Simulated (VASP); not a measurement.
Input of a VASP 6.6.1 run:

Contents of INCAR:

```
PREC = Accurate
ENCUT = 520
EDIFF = 1E-6
ISMEAR = 0
SIGMA = 0.05
LREAL = Auto
LASPH = True
NELM = 60
ALGO = Normal
ISIF = 2
LWAVE = False
LCHARG = False
GGA = PE
NBANDS = 48
```

The input KPOINTS:

```
Automatic mesh
0
Gamma
  2 2 2
```

POSCAR

```
Si
1.0
    0.0000000000      5.4300000000      5.4300000000
    5.4300000000      0.0000000000      5.4300000000
    5.4300000000      5.4300000000      0.0000000000
Si
17
Direct
   -0.0090086166      0.0284661067     -0.0096351170
    0.1232752636      0.1352361727      0.1223039171
    0.0185875677     -0.0050971515      0.4933225789
    0.1232208133      0.1352353510      0.6193692184
    0.0022686816      0.5072519807      0.0017388400
    0.1152878598      0.6552121969      0.1147917558
    0.0022789815      0.5072498375      0.4888209093
    0.1643707294      0.6209847306      0.6073495167
    0.4942777457     -0.0052555140      0.0177731419
    0.6199145172      0.1356110165      0.1222760963
    0.4942234477     -0.0053513882      0.4932889868
    0.6513784291      0.0474852489      0.6505511255
    0.4893222603      0.5076279911      0.0015755434
    0.6080566570      0.6208118181      0.1634327080
    0.5238772620      0.4302828488      0.5229334432
    0.6081325298      0.6206867549      0.6078295031
    0.7908766107      0.6295909492      0.7898128527
```

Potentials or basis: VASP PAW PBE potentials, release 64 (Si).

Launch:

```bash
$ cat potpaw_PBE.64/Si/POTCAR > POTCAR
$ mpirun -np 1 vasp_std > vasp.out
```

(1) Predict the pressure.

(2) Estimate the largest force.

Results:

(1) 4.4 GPa.

(2) 0.046 eV/Å.

Caveat: the k points lie up to 0.50 Å⁻¹ apart.
